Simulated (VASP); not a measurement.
Set up this calculation in VASP 6.6.1, as the native input.

```yaml
Task: single point
Functional: r2SCAN
Dispersion: D3(BJ)
Potentials_or_basis: VASP PAW PBE potentials, release 64 (P)
Cutoff: 520 eV
k_mesh: 16 × 16 × 16
Occupations: gaussian, width 0.05 eV
Spin: no spin polarisation
Dipole_correction: no
Further_INCAR_settings: ALGO = Normal; EDIFF = 1e-06; NBANDS = 12
```

The system is P.

```xyz
2
Lattice="1.7219 0.9941 3.0085 -1.7219 0.9941 3.0085 0.0000 -1.9883 3.0085" Properties=species:S:1:pos:R:3 pbc="T T T"
P     0.0000    0.0000    2.0764
P     0.0000    0.0000    6.9492
```

The input as run:

POSCAR

```
P
1.0
    1.7218934584      0.9941356517      3.0085306753
   -1.7218934584      0.9941356517      3.0085306753
    0.0000000000     -1.9882713035      3.0085306753
P
2
Direct
    0.2300537837      0.2300537837      0.2300537837
    0.7699462163      0.7699462163      0.7699462163
```

INCAR.step1

```
PREC = Accurate
ENCUT = 520
ISMEAR = 0
SIGMA = 0.05
LREAL = F
LASPH = T
NELM = 80
NBANDS = 12
GGA = PE
ALGO = Normal
EDIFF = 1E-4
LWAVE = T
LCHARG = F
```

INCAR.step2

```
PREC = Accurate
ENCUT = 520
EDIFF = 1E-6
ISMEAR = 0
SIGMA = 0.05
LREAL = F
LASPH = T
NELM = 80
ALGO = Normal
ISIF = 2
LWAVE = F
LCHARG = F
METAGGA = R2SCAN
LMIXTAU = T
IVDW = 12
VDW_S6 = 1.0
VDW_S8 = 0.78981345
VDW_A1 = 0.49484001
VDW_A2 = 5.73083694
NBANDS = 12
ISTART = 1
```

KPOINTS

```
Automatic mesh
0
Gamma
  16 16 16
```

Potentials or basis: VASP PAW PBE potentials, release 64 (P).

Command:

```sh
$ cat potpaw_PBE.64/P/POTCAR > POTCAR
$ cp INCAR.step1 INCAR
$ mpirun -np 1 vasp_std > vasp.out
$ cp INCAR.step2 INCAR
$ mpirun -np 1 vasp_std > vasp.out
```

Results of the run:

```yaml
Pressure: -0.5 GPa
Largest_force: 0.101 eV/Å
Band_gap_on_the_k_mesh: zero (bands 5 and 6 overlap by 1.12 eV)
Dispersion_energy_per_atom: -0.214 eV
```

Caveat: the PAW data sets were made with another functional, which shifts forces and pressure a little.

It took 10 min on 1 thread of Oxide Virtual Turin-like Processor, with other jobs on the host, peak memory 0.22 GiB.
